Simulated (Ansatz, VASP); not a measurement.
# One calculation of VN, two programs

The input INCAR:

```
PREC = Accurate
ENCUT = 600
EDIFF = 1E-6
ISMEAR = 0
SIGMA = 0.1
LREAL = False
LASPH = True
NELM = 200
ALGO = Normal
ISIF = 2
LWAVE = False
LCHARG = False
ISPIN = 2
MAGMOM = 2 0
LORBIT = 11
LMAXMIX = 4
GGA = PE
NBANDS = 20
GGA_COMPAT = False
```

The input KPOINTS:

```
regular mesh
0
Gamma
  6 6 6
```

The input POSCAR:

```
VN
1.0
    0.0000000000      2.0624650000      2.0624650000
    2.0624650000      0.0000000000      2.0624650000
    2.0624650000      2.0624650000      0.0000000000
V N
1 1
Direct
    0.0000000000      0.0000000000      0.0000000000
    0.5000000000      0.5000000000      0.5000000000
```

Input for Ansatz:

```yaml
crystal:
  lattice:
    - [0.0, 2.062465, 2.062465]
    - [2.062465, 0.0, 2.062465]
    - [2.062465, 2.062465, 0.0]
  atoms:
    - { symbol: V, position: [0.0, 0.0, 0.0], spin: 2.0 }
    - { symbol: "N", position: [0.5, 0.5, 0.5] }
basis:
  ecutwfc: 420
kpoints:
  mp_grid: { grid: [6, 6, 6] }
hamiltonian:
  xc: pbe
scf:
  occupations: { method: gaussian, width: 0.1 }
  lower_state_search: "off"
output:
  forces: true
  stress: true
  eigenvalues: true
  populations: true
magnetization:
  spin_polarized: true
```

Alike in both runs: task single point; functional PBE; k mesh 6 × 6 × 6; occupations gaussian, width 0.1 eV; collinear spin.

|  | VASP | Ansatz |
| --- | --- | --- |
| version | VASP 6.6.1 | Ansatz 0.2.0 |
| potentials or method | VASP PAW PBE potentials, release 64 (V_sv, N), cutoff 600 eV | scalar-relativistic, plane waves, PAW |
| valence electrons in the cell | 18 | 18 |

|  | VASP | Ansatz | Ansatz less VASP |
| --- | --- | --- | --- |
| gap on the k mesh at the Fermi level (eV) | none | none | - |
| pressure (GPa) | -0.3 | -0.8 | -0.51 |
| net moment per atom (μB) | 0.17 | 0.17 | 0.000 |
| size of the moment on the site where the two differ most (μB) | 0.33 | 0.28 | -0.050 |

Site moments also hang on the region over which each program counts them. A gap of «none» marks a metal or a gap that the smearing closes.

The k mesh is coarse, so the values compare programs but aren't converged.
